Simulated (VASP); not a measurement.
# NiO (R-3m) in VASP: a series of runs

NiO is run at these levels: PBE+U; tasks: single point.

All numbers are computed with VASP 6.6.1; they aren't measurements. Logs are shortened: lines on timing, memory, paths and dates and some standing lists are left out, and cuts for length are marked.

### 1 The cell of the first run

The typed cell holds 2 atoms: a = 3.018 Å, b = 3.018 Å, c = 3.018 Å, α = 60.01°, β = 60.01°, γ = 60.01°.

### 2 Single point, PBE+U, collinear spin, ferromagnetic start

The input, INCAR:

```
SYSTEM = NiO
PREC     = Accurate       ! precision mode
ENCUT    = 520            ! plane-wave cutoff, eV
EDIFF    = 1E-6           ! SCF threshold, eV
ISMEAR   = 0              ! smearing method
SIGMA    = 0.05           ! smearing width, eV
LREAL    = .FALSE.        ! projectors in reciprocal space
LASPH    = .TRUE.         ! aspherical terms in the spheres
NELM     = 150            ! most SCF steps
ALGO     = Normal         ! electronic algorithm
ISIF     = 2              ! what is computed and relaxed
LWAVE    = .FALSE.        ! write WAVECAR
LCHARG   = .TRUE.         ! write CHGCAR
ISPIN    = 2              ! spin polarisation
MAGMOM   = 1.91 0.21      ! initial moments
LORBIT   = 11             ! projections on sites
LMAXMIX  = 4              ! l up to which the mixer works
LDAU     = .TRUE.         ! DFT+U
LDAUTYPE = 2            
LDAUL    = 2 -1           ! shell
LDAUU    = 6.2 0          ! U, eV
LDAUJ    = 0 0          
LDAUPRINT= 1            
GGA      = PE             ! functional
LELF     = .TRUE.         ! ELF
LVHAR    = .TRUE.       
NBANDS   = 19             ! bands
```

The input, KPOINTS:

```
regular mesh
0
G
  10 10 10
  0 0 0
```

The input, POSCAR:

```
NiO
1.0
    1.5095250829      0.8715247130      2.4642183262
   -1.5095250829      0.8715247130      2.4642183262
    0.0000000000     -1.7430494259      2.4642183262
Ni O
1 1
Direct
    1.0000000000      0.0000000000      0.0000000000
    0.5000000000      0.5000000000      0.5000000000
```

Potentials or basis: VASP PAW PBE potentials, release 64 (Ni, O).

On the command line:

```bash
> cat potpaw_PBE.64/Ni/POTCAR potpaw_PBE.64/O/POTCAR > POTCAR
> mpirun -np 1 vasp_std > vasp.out
```

OUTCAR:

```text
SYSTEM = NiO
   PREC = Accurate
   ENCUT = 520
   EDIFF = 1E-6
   ISMEAR = 0
   LREAL = .FALSE.
   LASPH = .TRUE.
   NELM = 150
   ISIF = 2
   ISPIN = 2
   LORBIT = 11
   GGA = PE

 ion  position               nearest neighbor table
   1  0.000  0.000  0.000-   2 2.13   2 2.13   2 2.13   2 2.13   2 2.13   2 2.13
   2  0.500  0.500  0.500-   1 2.13   1 2.13   1 2.13   1 2.13   1 2.13   1 2.13

  LATTYP: Found a trigonal (rhomboedric) cell.
 ALAT       =     3.0183759309
 COS(alpha) =     0.4997765983

  Lattice vectors:

 A1 = (   1.5095250829,   0.8715247130,   2.4642183262)
 A2 = (  -1.5095250829,   0.8715247130,   2.4642183262)
 A3 = (   0.0000000000,  -1.7430494259,   2.4642183262)

Analysis of symmetry for initial positions (statically):
=====================================================================
 Subroutine PRICEL returns:
 Original cell was already a primitive cell.

 Routine SETGRP: Setting up the symmetry group for a
 trigonal (rhombohedral) supercell.

 Subroutine GETGRP returns: Found 12 space group operations
 (whereof 12 operations were pure point group operations)
 out of a pool of 12 trial point group operations.

The static configuration has the point symmetry D_3d.

Analysis of symmetry for dynamics (positions and initial velocities):
=====================================================================
 Subroutine PRICEL returns:
 Original cell was already a primitive cell.

 Routine SETGRP: Setting up the symmetry group for a
 trigonal (rhombohedral) supercell.

 Subroutine GETGRP returns: Found 12 space group operations
 (whereof 12 operations were pure point group operations)
 out of a pool of 12 trial point group operations.

The dynamic configuration has the point symmetry D_3d.

Analysis of structural, dynamic, and magnetic symmetry:
=====================================================================
 Subroutine PRICEL returns:
 Original cell was already a primitive cell.

 Routine SETGRP: Setting up the symmetry group for a
 trigonal (rhombohedral) supercell.

 Subroutine GETGRP returns: Found 12 space group operations
 (whereof 12 operations were pure point group operations)
 out of a pool of 12 trial point group operations.
[... 168 lines left out ...]
  o =  0.9805  v =  0.0000  0.0000  0.0000  0.0000  0.0000  0.8164 -0.0000  0.0000  0.5775 -0.0000      0.0000  0.0000  0.0000  0.0000  0.0000  0.0000  0.0000  0.0000  0.0000  0.0000
  o =  0.9805  v =  0.0000  0.0000  0.0000  0.0000  0.0000 -0.0000  0.0000  1.0000 -0.0000  0.0000      0.0000  0.0000  0.0000  0.0000  0.0000  0.0000  0.0000  0.0000  0.0000  0.0000
  o =  0.9818  v =  0.0000 -0.0000  1.0000  0.0000 -0.0000  0.0000  0.0000  0.0000  0.0000  0.0000      0.0000  0.0000  0.0000  0.0000  0.0000  0.0000  0.0000  0.0000  0.0000  0.0000
  o =  0.9818  v =  0.0000  0.5775  0.0000  0.0000  0.8164  0.0000  0.0000  0.0000  0.0000  0.0000      0.0000  0.0000  0.0000  0.0000  0.0000  0.0000  0.0000  0.0000  0.0000  0.0000
  o =  0.9818  v = -0.8164  0.0000  0.0000 -0.5775 -0.0000  0.0000  0.0000  0.0000  0.0000  0.0000      0.0000  0.0000  0.0000  0.0000  0.0000  0.0000  0.0000  0.0000  0.0000  0.0000
  o =  1.0277  v = -0.5775 -0.0000 -0.0000  0.8164  0.0000  0.0000  0.0000  0.0000  0.0000  0.0000      0.0000  0.0000  0.0000  0.0000  0.0000  0.0000  0.0000  0.0000  0.0000  0.0000
  o =  1.0277  v =  0.0000  0.8164  0.0000  0.0000 -0.5775  0.0000  0.0000  0.0000  0.0000  0.0000      0.0000  0.0000  0.0000  0.0000  0.0000  0.0000  0.0000  0.0000  0.0000  0.0000

 number of electron      16.0000009 magnetization       1.9999982

 Free energy of the ion-electron system (eV)
  ---------------------------------------------------
  ext. energy  EPLUGINS =         0.00000000
  ---------------------------------------------------
  free energy    TOTEN  =       -10.14079896 eV

  energy without entropy =      -10.14079896  energy(sigma->0) =      -10.14079896

 E-fermi :   6.1746     XC(G=0): -12.2664

 val. band max:        5.9172481057   @ k =   0.5000  -0.0000   0.0000
 cond. band min:       8.2713559510   @ k =   0.0000   0.0000   0.0000
 fundamental gap:      2.3541078453
 Fermi energy:         6.1746245254

 spin component 1

 k-point     1 :       0.0000    0.0000    0.0000
  band No.  band energies     occupation
      1     -12.3656      1.00000
      2      -0.1374      1.00000
      3      -0.1374      1.00000
      4       0.9757      1.00000
      5       0.9757      1.00000
      6       0.9769      1.00000
[... 1049 lines left out ...]
     18      38.3948      0.00000
     19      38.4243      0.00000

 [... further k-points ...]

------------------------ aborting loop because EDIFF is reached ----------------------------------------

  FORCE on cell =-STRESS in cart. coord.  units (eV):
  Direction    XX          YY          ZZ          XY          YZ          ZX
  --------------------------------------------------------------------------------------
  -------------------------------------------------------------------------------------
  Total       -1.0176299     -1.0176299     -1.0105937      0.0000000     -0.0000000      0.0000000
  in kB      -83.8204491    -83.8204491    -83.2408844      0.0000000     -0.0000000      0.0000000
  external PRESSURE =     -83.6272609 kB  Pullay stress =       0.0000000 kB

 VOLUME and BASIS-vectors are now :
 -----------------------------------------------------------------------------
  energy-cutoff  :      520.00
  volume of cell :       19.45
      direct lattice vectors                 reciprocal lattice vectors
     1.509525083  0.871524713  2.464218326     0.331230004  0.191235732  0.135269400
    -1.509525083  0.871524713  2.464218326    -0.331230004  0.191235732  0.135269400
     0.000000000 -1.743049426  2.464218326     0.000000000 -0.382471465  0.135269400

 POSITION                                       TOTAL-FORCE (eV/Angst)
 -----------------------------------------------------------------------------------
      0.00000      0.00000      0.00000        -0.000000      0.000000     -0.000000
      0.00000      0.00000      3.69633         0.000000      0.000000      0.000000
 -----------------------------------------------------------------------------------
    total drift:                               -0.000000      0.000000     -0.000000

  FREE ENERGIE OF THE ION-ELECTRON SYSTEM (eV)
  ---------------------------------------------------
  free  energy   TOTEN  =       -10.1407989562 eV

  energy  without entropy=      -10.1407989562  energy(sigma->0) =      -10.14079896

 total charge

# of ion       s       p       d       tot
------------------------------------------
    1        0.326   0.378   8.172   8.875
    2        1.548   3.448   0.000   4.996
--------------------------------------------------
tot          1.874   3.826   8.172  13.872

 magnetization (x)

# of ion       s       p       d       tot
------------------------------------------
    1        0.012   0.012   1.803   1.827
    2        0.016   0.147   0.000   0.163
--------------------------------------------------
tot          0.028   0.159   1.803   1.990
```

Run time: 39 s. Hardware: 1 thread of Intel Xeon Platinum 8488C (Sapphire Rapids), shared host; peak memory 0.19 GiB.

What came out:

| Item | Value |
| --- | --- |
| Free energy | -10.1408 eV |
| Pressure | -8.4 GPa |
| Band gap on the k mesh | 2.35 eV, indirect (least direct gap 3.14 eV) |
| Net moment | 2.00 μB per cell |
| Site moments | Ni +1.83; O +0.16 μB |
| Valence electrons inside the program's atomic spheres | Ni 8.88; O 5.00 |

Eigenvalues of the final occupation matrices:
```
    site  spin  trace               eigenvalues
site 1 d     1   5.00  0.98 0.98 0.98 1.03 1.03
site 1 d     2   3.20  0.13 0.13 0.98 0.98 0.98
```

Caveat: a cell with one magnetic atom can't hold antiferromagnetic order, which such compounds often take. The state reached can hang on the start; a lower one may exist.

### 3 Single point, PBE+U, collinear spin, ferromagnetic start

The input, INCAR:

```
ALGO = Normal
EDIFF = 1E-7
ENCUT = 520
GGA = PE
ISIF = 2
ISMEAR = 0
ISPIN = 2
LASPH = True
LCHARG = False
LDAU = True
LDAUJ = 0 0
LDAUL = 2 -1
LDAUPRINT = 1
LDAUTYPE = 2
LDAUU = 6.2 0
LMAXMIX = 4
LORBIT = 11
LREAL = False
LWAVE = False
MAGMOM = 1.91 0.21
NBANDS = 19
NELM = 150
PREC = Accurate
SIGMA = 0.05
```

The input, KPOINTS:

```
k-points
0
Gamma
  10 10 10
```

The input, POSCAR:

```
NiO
1.0
    1.5090321866      0.8712401392      2.4634136995
   -1.5090321866      0.8712401392      2.4634136995
    0.0000000000     -1.7424802783      2.4634136995
Ni O
1 1
Direct
    1.0000000000      0.0000000000      0.0000000000
    0.5000000000      0.5000000000      0.5000000000
```

Potentials or basis: VASP PAW PBE potentials, release 64 (Ni, O).

On the command line:

```bash
> cat potpaw_PBE.64/Ni/POTCAR potpaw_PBE.64/O/POTCAR > POTCAR
> mpirun -np 1 vasp_std > vasp.out
```

Run time: 38 s. Hardware: 1 thread of Intel Xeon Platinum 8488C (Sapphire Rapids), shared host; peak memory 0.19 GiB.

The run converged. Its results:

| Quantity | Value |
| --- | --- |
| Free energy | -10.1417 eV |
| Pressure | -8.2 GPa |
| Band gap on the k mesh | 2.36 eV, indirect (least direct gap 3.14 eV) |
| Net moment | 2.00 μB per cell |
| Site moments | Ni +1.83; O +0.16 μB |
| Valence electrons inside the program's atomic spheres | Ni 8.88; O 5.00 |

Levels at points of the mesh, in eV from the valence-band top:
Spin up:
```
           k point  band 6  band 7  band 8  band 9  band 10  band 11  band 12  band 13
(0.00, 0.00, 0.00)   -4.94   -1.18   -1.18   -1.18     2.36    17.57    17.57    17.57
(0.50, 0.00, 0.00)   -4.51   -3.11    0.00    0.00     6.59    10.54    14.57    14.57
(0.50, 0.50, 0.00)   -4.22   -4.22   -2.46   -2.46     6.63    11.38    11.51    17.00
(0.50, 0.50, 0.50)   -4.51   -3.11    0.00    0.00     6.58    10.55    14.56    14.56
```
Spin down:
| k point | band 5 | band 6 | band 7 | band 8 | band 9 | band 10 |
| --- | --- | --- | --- | --- | --- | --- |
| (0.00, 0.00, 0.00) | -0.85 | -0.85 | -0.85 | 2.62 | 2.62 | 2.71 |
| (0.50, 0.00, 0.00) | -2.24 | -1.79 | -1.79 | 4.73 | 4.73 | 6.76 |
| (0.50, 0.50, 0.00) | -3.15 | -2.15 | -2.15 | 3.03 | 3.37 | 7.27 |
| (0.50, 0.50, 0.50) | -2.23 | -1.79 | -1.79 | 4.73 | 4.73 | 6.76 |

Eigenvalues of the final occupation matrices:
| site | spin | trace | eigenvalues |
| --- | --- | --- | --- |
| site 1 d | 1 | 5.00 | 0.98 0.98 0.98 1.03 1.03 |
| site 1 d | 2 | 3.20 | 0.13 0.13 0.98 0.98 0.98 |

Caveat: a cell with one magnetic atom can't hold antiferromagnetic order, which such compounds often take. A k mesh can miss the band edges.
